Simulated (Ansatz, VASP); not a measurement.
## One calculation of Sb, two programs

INCAR

```
SYSTEM = Sb
ALGO = Normal
EDIFF = 1E-6
ENCUT = 520
GGA = PS
ISIF = 2
ISMEAR = -1
LASPH = .TRUE.
LCHARG = .FALSE.
LREAL = .FALSE.
LWAVE = .FALSE.
NBANDS = 8
NELM = 100
PREC = Accurate
SIGMA = 0.08
```

The input KPOINTS:

```
k-points
0
G
  12 12 12
  0 0 0
```

File POSCAR:

```
Sb
1.0
    3.2015837161      0.0000000000      0.0000000000
    0.0000000000      3.2015837161      0.0000000000
    0.0000000000      0.0000000000      3.2015837161
Sb
1
Direct
    0.0000000000      0.0000000000      0.0000000000
```

Input for Ansatz:

```yaml
crystal:
  lattice:
    - [3.2015837161, 0.0, 0.0]
    - [0.0, 3.2015837161, 0.0]
    - [0.0, 0.0, 3.2015837161]
  atoms:
    - { symbol: Sb, position: [0.0, 0.0, 0.0] }
kpoints:
  mp_grid: { grid: [12, 12, 12] }
  band_path:
    path:
      - [0.0, 0.0, 0.0]
      - [0.0, 0.5, 0.0]
      - [0.5, 0.5, 0.0]
      - [0.0, 0.0, 0.0]
      - [0.5, 0.5, 0.5]
      - [0.0, 0.5, 0.0]
      - [0.5, 0.5, 0.5]
      - [0.5, 0.5, 0.0]
    npoints: 5
scf:
  occupations: { method: fermi_dirac, width: 0.08 }
hamiltonian:
  xc: pbesol
  pseudopotentials: { kind: all_electron, lapw: { basis_error: 0.001 } }
output:
  forces: true
  stress: true
  eigenvalues: true
```

Change from the starting cell: volume scaled by 1.04.

Alike in both runs: task single point; functional PBEsol; k mesh 12 × 12 × 12; occupations fermi-dirac, width 0.08 eV; no spin polarisation.

```csv
,VASP,Ansatz
version,VASP 6.6.1,Ansatz 0.2.0
potentials or method,"VASP PAW PBE potentials, release 64 (Sb), cutoff 520 eV","all-electron LAPW, scalar-relativistic"
```

```tsv
	VASP	Ansatz	Ansatz less VASP
pressure (GPa)	-6.0	-6.0	0.00
```

VASP's potentials were made for PBE, not for PBEsol. Ansatz ran all-electron here, and VASP with PAW potentials.

Spin-orbit coupling is off throughout.
